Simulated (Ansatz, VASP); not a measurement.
# Two plane-wave programs on ZnSnN2

The input POSCAR:

```
ZnSnN2
1.0
    1.5520134280      0.8960553704      5.0468211227
   -1.5520134280      0.8960553704      5.0468211227
    0.0000000000     -1.7921107409      5.0468211227
Zn Sn N
1 1 2
Direct
    1.0000000000      0.0000000000      0.0000000000
    0.5000000000      0.5000000000      0.5000000000
    0.2475824754      0.2475824754      0.2475824754
    0.7524175246      0.7524175246      0.7524175246
```

The input INCAR.step1:

```
PREC = Accurate ; ENCUT = 910
ISMEAR = 0 ; SIGMA = 0.01
LREAL = False ; LASPH = True
NELM = 120 ; NBANDS = 26
GGA = PE ; ALGO = Normal
EDIFF = 1E-5 ; LWAVE = True
LCHARG = False ; GGA_COMPAT = False
```

File INCAR.step2:

```
PREC = Accurate ; ENCUT = 910
EDIFF = 1E-6 ; ISMEAR = 0
SIGMA = 0.01 ; LREAL = False
LASPH = True ; NELM = 120
ALGO = Normal ; ISIF = 2
LWAVE = False ; LCHARG = False
METAGGA = R2SCAN ; LMIXTAU = True
NBANDS = 26 ; ISTART = 1
GGA_COMPAT = False
```

The input KPOINTS:

```
regular mesh
0
Gamma
  10 10 10
```

Input for Ansatz:

```yaml
crystal:
  lattice:
    - [1.552013428, 0.8960553704, 5.0468211227]
    - [-1.552013428, 0.8960553704, 5.0468211227]
    - [0.0, -1.7921107409, 5.0468211227]
  atoms:
    - { symbol: Zn, position: [1.0, 0.0, 0.0] }
    - { symbol: Sn, position: [0.5, 0.5, 0.5] }
    - { symbol: "N", position: [0.2475824754, 0.2475824754, 0.2475824754] }
    - { symbol: "N", position: [0.7524175246, 0.7524175246, 0.7524175246] }
kpoints:
  mp_grid: { grid: [10, 10, 10] }
  band_path:
    path:
      - [0.0, 0.0, 0.0]
      - [0.5, 0.5, 0.5]
      - [0.8123176938, 0.1876823062, 0.5]
      - [0.5, -0.1876823062, 0.1876823062]
      - [0.5, 0.0, 0.0]
      - [0.3438411531, -0.3438411531, 0.0]
      - [0.6561588469, 0.0, 0.3438411531]
      - [0.5, 0.0, 0.5]
      - [-0.036458, 0.182292, -0.21875]
      - [0.0, 0.5, 0.5]
    npoints: 1
hamiltonian:
  xc: r2scan
scf:
  occupations: { method: fixed }
  n_extra_bands: 5
output:
  forces: true
  stress: true
  eigenvalues: true
  write_density: true
  write_potential: true
  elf: true
  volumetric_format: npy
```

Change from the starting cell: hydrostatic strain -2.0%.

Alike in both runs: task single point; functional r2SCAN; k mesh 10 × 10 × 10; no spin polarisation.

|  | VASP | Ansatz |
| --- | --- | --- |
| version | VASP 6.6.1 | Ansatz 0.2.0 |
| potentials or method | VASP PAW PBE potentials, release 64 (Zn, Sn_d, N_h) | plane waves, PAW |
| plane-wave cutoff (eV) | 910 | 500 |
| occupations | gaussian, width 0.01 eV | fixed |
| valence electrons in the cell | 36 | 36 |

|  | VASP | Ansatz | Ansatz less VASP |
| --- | --- | --- | --- |
| gap on the k mesh at the Fermi level (eV) | 1.55 | 1.55 | -0.001 |
| rms of the force components (eV/Å) | 0.005 | 0.001 | -0.0046 |

VASP's potentials were made for PBE, not for r2SCAN. Atom by atom the forces differ by 0.005 eV/Å (rms over components).

Noted on VASP's run: the cutoff is under 1.25 times that of the potentials, so the pressure is a little rough.
